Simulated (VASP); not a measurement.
Set up this calculation in VASP 6.6.1, as the native input.

| Item | Value |
| --- | --- |
| Task | single point |
| Functional | PBE |
| Potentials or basis | VASP PAW PBE potentials, release 64 (Zn) |
| Cutoff | 520 eV |
| k mesh | 13 × 13 × 13 |
| Occupations | fermi-dirac, width 0.08 eV |
| Spin | no spin polarisation |
| Dipole correction | no |
| Further INCAR settings | ALGO = Normal; EDIFF = 1e-07; NBANDS = 19 |

The structure of Zn lies in POSCAR:

```
Zn
1.0
    0.0000000000      2.5961294806      2.5961294806
    2.5961294806      0.0000000000      2.5961294806
    2.5961294806      2.5961294806      0.0000000000
Zn
2
Direct
   -0.1250000000     -0.1250000000     -0.1250000000
    0.1250000000      0.1250000000      0.1250000000
```

This isn't the form of Zn at room conditions, which is hcp.

These files were run (other wordings do the same):

INCAR

```
SYSTEM = Zn
ALGO = Normal
EDIFF = 1E-7
ENCUT = 520
GGA = PE
ISIF = 2
ISMEAR = -1
LASPH = .TRUE.
LCHARG = .FALSE.
LREAL = .FALSE.
LWAVE = .FALSE.
NBANDS = 19
NELM = 100
PREC = Accurate
SIGMA = 0.08
```

KPOINTS

```
k-points
0
G
  13 13 13
  0 0 0
```

Potentials or basis: VASP PAW PBE potentials, release 64 (Zn).

The run is started by

```sh
$ cat potpaw_PBE.64/Zn/POTCAR > POTCAR
$ mpirun -np 1 vasp_std > vasp.out
```

Results of the run:

The pressure is 22.6 GPa. The band gap on the k mesh is zero (bands 12 and 13 overlap by 8.27 eV).

Caveat: the cell stands under pressure.

It took 47 s on 1 thread of Intel(R) Xeon(R) Platinum 8488C (Sapphire Rapids) (shared host), peak memory 0.17 GiB.
